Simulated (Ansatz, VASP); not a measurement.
## Two plane-wave programs on NaH

Contents of POSCAR:

```
NaH
1.0
    0.0000000000      2.3375744757      2.3375744757
    2.3375744757      0.0000000000      2.3375744757
    2.3375744757      2.3375744757      0.0000000000
Na H
1 1
Direct
    0.0000000000      0.0000000000      0.0000000000
    0.5000000000      0.5000000000      0.5000000000
```

INCAR.step1

```
SYSTEM = NaH
  PREC = Accurate
  ENCUT = 520
  ISMEAR = 0
  SIGMA = 0.01
  LREAL = .FALSE.
  LASPH = .TRUE.
  NELM = 100
  NBANDS = 11
  GGA = PE
  ALGO = Normal
  EDIFF = 1E-4
  LWAVE = .TRUE.
  LCHARG = .FALSE.
```

The input INCAR.step2:

```
SYSTEM = NaH
  PREC = Accurate
  ENCUT = 520
  EDIFF = 1E-6
  ISMEAR = 0
  SIGMA = 0.01
  LREAL = .FALSE.
  LASPH = .TRUE.
  NELM = 100
  ALGO = Normal
  ISIF = 2
  LWAVE = .FALSE.
  LCHARG = .TRUE.
  METAGGA = R2SCAN
  LMIXTAU = .TRUE.
  LELF = .TRUE.
  LVHAR = .TRUE.
  NBANDS = 11
  ISTART = 1
```

File KPOINTS:

```
Automatic mesh
0
G
  10 10 10
  0 0 0
```

Input for Ansatz:

```yaml
crystal:
  lattice:
    - [0.0, 2.3375744757, 2.3375744757]
    - [2.3375744757, 0.0, 2.3375744757]
    - [2.3375744757, 2.3375744757, 0.0]
  atoms:
    - { symbol: Na, position: [0.0, 0.0, 0.0] }
    - { symbol: H, position: [0.5, 0.5, 0.5] }
kpoints:
  mp_grid: { grid: [10, 10, 10] }
  band_path:
    path:
      - [0.0, 0.0, 0.0]
      - [0.5, 0.0, 0.5]
      - [0.625, 0.25, 0.625]
      - [0.375, 0.375, 0.75]
      - [0.5, 0.5, 0.5]
      - [0.5, 0.25, 0.75]
    npoints: 1
hamiltonian:
  xc: r2scan
scf:
  occupations: { method: fixed }
  n_extra_bands: 4
output:
  forces: true
  stress: true
  eigenvalues: true
```

Change from the starting cell: hydrostatic strain -2.5%.

Alike in both runs: task single point; functional r2SCAN; k mesh 10 × 10 × 10; no spin polarisation.

|  | VASP | Ansatz |
| --- | --- | --- |
| version | VASP 6.6.1 | Ansatz 0.2.0 |
| potentials or method | VASP PAW PBE potentials, release 64 (Na_pv, H) | plane waves, PAW |
| plane-wave cutoff (eV) | 520 | 500 |
| occupations | gaussian, width 0.01 eV | fixed |
| valence electrons in the cell | 8 | 10 |

```csv
,VASP,Ansatz,Ansatz less VASP
gap on the k mesh at the Fermi level (eV),4.57,4.56,-0.011
pressure (GPa),1.9,2.1,+0.26
```

VASP's potentials were made for PBE, not for r2SCAN. VASP's potentials hold 8 valence electrons a cell and Ansatz's 10, so a difference there can come from the potentials and not from the codes.
